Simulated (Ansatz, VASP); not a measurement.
Two plane-wave programs on SnSe

INCAR

```
PREC = Accurate
ENCUT = 520
EDIFF = 1E-6
ISMEAR = 0
SIGMA = 0.05
LREAL = False
LASPH = True
NELM = 60
ALGO = Normal
ISIF = 2
LWAVE = False
LCHARG = False
GGA = CA
NBANDS = 28
```

KPOINTS

```
regular mesh
0
Gamma
  6 6 4
```

POSCAR

```
SnSe
1.0
    4.3155959066      0.0000000000      0.0000000000
    0.0000000000      4.3155959066      0.0000000000
    0.0000000000      0.0000000000     10.9796229033
Sn Se
2 2
Direct
    0.5000000000      0.0000000000      0.3781633345
    0.0000000000      0.5000000000      0.6218366655
    0.5000000000      0.0000000000      0.6217782147
    0.0000000000      0.5000000000      0.3782217853
```

Input for Ansatz:

```yaml
crystal:
  lattice:
    - [4.3155959066, 0.0, 0.0]
    - [0.0, 4.3155959066, 0.0]
    - [0.0, 0.0, 10.9796229033]
  atoms:
    - { symbol: Sn, position: [0.5, 0.0, 0.3781633345] }
    - { symbol: Sn, position: [0.0, 0.5, 0.6218366655] }
    - { symbol: Se, position: [0.5, 0.0, 0.6217782147] }
    - { symbol: Se, position: [0.0, 0.5, 0.3782217853] }
basis:
  ecutwfc: 420
kpoints:
  mp_grid: { grid: [6, 6, 4] }
hamiltonian:
  xc: lda
scf:
  occupations: { method: gaussian, width: 0.05 }
output:
  forces: true
  stress: true
  eigenvalues: true
```

Change from the starting cell: strain +0.030 along x and y, +0.000 along z, atoms carried along.

Alike in both runs: task single point; functional LDA; k mesh 6 × 6 × 4; occupations gaussian, width 0.05 eV; no spin polarisation.

```csv
,VASP,Ansatz
version,VASP 6.6.1,Ansatz 0.2.0
potentials or method,"VASP PAW LDA potentials, release 64 (Sn_d, Se), cutoff 520 eV","scalar-relativistic, plane waves, PAW"
valence electrons in the cell,40,60
```

```tsv
	VASP	Ansatz	Ansatz less VASP
gap on the k mesh at the Fermi level (eV)	1.47	1.48	+0.011
least direct gap on the mesh (eV)	1.47	1.48	+0.014
rms of the force components (eV/Å)	0.061	0.074	+0.0130
```

LDA's correlation is that of Perdew and Zunger in VASP and of Perdew and Wang (1992) in Ansatz. Atom by atom the forces differ by 0.013 eV/Å (rms over components). VASP's potentials hold 40 valence electrons a cell and Ansatz's 60, so a difference there can come from the potentials and not from the codes.
